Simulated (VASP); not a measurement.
## PbS: single point with B3LYP

Crystal: PbS.

```
CELL_PARAMETERS angstrom
2.07995 -5.99130 0.00000
2.07995 5.99130 0.00000
0.00000 0.00000 4.27932
ATOMIC_POSITIONS crystal
Pb 0.13056 0.86944 0.25000
Pb 0.86944 0.13056 0.75000
S 0.35480 0.64520 0.25000
S 0.64520 0.35480 0.75000
```

```yaml
Program: VASP 6.6.1
Task: single point
Functional: B3LYP
Potentials_or_basis: VASP PAW PBE potentials, release 64 (Pb_d, S)
Cutoff: 400 eV
k_mesh: 4 × 4 × 4
Occupations: fermi-dirac, width 0.05 eV
Spin: no spin polarisation
Dipole_correction: no
Grid_for_exact_exchange_PRECFOCK: Normal
Further_INCAR_settings: ALGO = Normal; EDIFF = 1e-06; NBANDS = 28
Share_of_exact_exchange: 0.2
```

- Pressure: 2.9 GPa
- Largest force: 0.038 eV/Å
- Band gap on the k mesh: 2.28 eV (least direct gap 2.72 eV)

Forces in eV/Å, atoms in the order of the input:
```
Pb   0.000  0.038  0.000
Pb   0.000 -0.038  0.000
S    0.000  0.014  0.000
S    0.000 -0.014  0.000
```

Stress tensor (GPa, compression positive):
```
2.99 0.00 0.00
0.00 2.69 0.00
0.00 0.00 2.90
```

Levels at points of the mesh, in eV from the valence-band top:
```csv
k point,band 16,band 17,band 18,band 19,band 20,band 21,band 22,band 23,band 24,band 25
"(0.00, 0.00, 0.00)",-3.13,-2.55,-1.77,-1.58,-0.50,6.03,6.19,6.22,6.95,7.19
"(0.50, 0.00, 0.00)",-2.10,-1.42,-1.22,-0.26,-0.24,2.96,3.03,3.37,4.21,4.37
"(0.50, 0.50, 0.00)",-2.80,-2.00,-1.98,-1.41,-0.44,2.28,5.77,6.33,6.34,6.89
"(0.00, 0.00, 0.50)",-2.88,-1.18,-1.18,0.00,0.00,3.01,3.01,3.97,3.97,6.39
"(0.50, 0.00, 0.50)",-4.56,-3.30,-3.30,-1.52,-1.52,4.69,4.69,6.66,6.66,7.89
"(0.50, 0.50, 0.50)",-1.29,-1.28,-1.28,-0.29,-0.29,2.83,2.83,4.40,4.40,4.75
```

Run time: 38 min on 4 MPI ranks on Intel(R) Xeon(R) Platinum 8375C CPU @ 2.90GHz (Ice Lake), with other jobs on the host, peak memory 0.26 GiB a rank.

Caveat: the PAW data sets were made with another functional, which shifts forces and pressure a little; spin-orbit coupling is left out, which moves the levels of the heavy elements. A k mesh can miss the band edges.
